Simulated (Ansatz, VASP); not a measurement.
**Two plane-wave programs on CdI2**

```
CELL_PARAMETERS angstrom
4.45620 0.00000 0.00000
-2.22810 3.85918 0.00000
0.00000 0.00000 7.03048
ATOMIC_POSITIONS crystal
Cd 0.00000 0.00000 0.00000
I 0.33333 0.66667 0.24920
I 0.66667 0.33333 0.75080
```

Change from the starting cell: strain +0.050 along x and y, +0.025 along z, atoms carried along.

Alike in both runs: task single point; functional PBE; dispersion D3(BJ); k mesh 9 × 9 × 4; occupations gaussian, width 0.05 eV; no spin polarisation.

|  | VASP | Ansatz |
| --- | --- | --- |
| version | VASP 6.6.1 | Ansatz 0.2.0 |
| potentials or method | VASP PAW PBE potentials, release 64 (Cd, I), cutoff 500 eV | scalar-relativistic, plane waves, PAW |
| valence electrons in the cell | 26 | 54 |

```csv
,VASP,Ansatz,Ansatz less VASP
gap on the k mesh at the Fermi level (eV),2.04,2.05,+0.013
least direct gap on the mesh (eV),2.05,2.07,+0.014
pressure (GPa),-2.8,-2.9,-0.07
"traceless stress, the component that is largest in VASP (GPa)",0.49,0.50,+0.008
rms of the force components (eV/Å),0.179,0.186,+0.0063
```

Atom by atom the forces differ by 0.006 eV/Å (rms over components). VASP's potentials hold 26 valence electrons a cell and Ansatz's 54, so a difference there can come from the potentials and not from the codes.

Spin-orbit coupling is off throughout.
